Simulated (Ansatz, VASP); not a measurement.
C in VASP and in Ansatz

INCAR

```
ALGO = Normal
EDIFF = 1E-7
EDIFFG = -0.04
ENCUT = 600
GGA = PE
GGA_COMPAT = False
IBRION = 2
ISIF = 3
ISMEAR = 0
LASPH = True
LCHARG = False
LREAL = False
LWAVE = False
NELM = 120
NELMIN = 4
NSW = 90
PREC = Accurate
SIGMA = 0.1
```

File KPOINTS:

```
k-points
0
Gamma
  10 10 10
```

File POSCAR:

```
C
1.0
    1.8019917600      0.0000000000      0.0000000000
    0.0000000000      1.8019917600      0.0000000000
    0.0000000000      0.0000000000      1.8497099500
C
1
Direct
    0.5000000000      0.5000000000      0.0000000000
```

Input for Ansatz:

```yaml
crystal:
  lattice:
    - [1.80199176, 0.0, 0.0]
    - [0.0, 1.80199176, 0.0]
    - [0.0, 0.0, 1.84970995]
  atoms:
    - { symbol: C, position: [0.5, 0.5, 0.0] }
basis:
  ecutwfc: 420
kpoints:
  mp_grid: { grid: [10, 10, 10] }
hamiltonian:
  xc: pbe
scf:
  occupations: { method: gaussian, width: 0.1 }
  lower_state_search: "off"
output:
  forces: true
  stress: true
  eigenvalues: true
relax:
  adjacent_minimum: "off"
  f_tol: 0.04
  max_steps: 70
  cell: { stress_tol: 0.4 }
```

Alike in both runs: task relaxation of cell and atoms; functional PBE; k mesh 10 × 10 × 10; occupations gaussian, width 0.1 eV; no spin polarisation.

```csv
,VASP,Ansatz
version,VASP 6.6.1,Ansatz 0.2.0
potentials or method,"VASP PAW PBE potentials, release 64 (C), cutoff 600 eV","scalar-relativistic, plane waves, PAW"
valence electrons in the cell,4,4
```

|  | VASP | Ansatz | Ansatz less VASP |
| --- | --- | --- | --- |
| gap on the k mesh at the Fermi level, each at its own relaxed structure (eV) | none | none | - |
| relaxed volume (Å³/atom) | 5.64 | 5.65 | +0.008 |
| relaxed cell length with the largest relative difference (Å) | 1.742 | 1.743 | +0.0010 |

A gap of «none» marks a metal or a gap that the smearing closes.
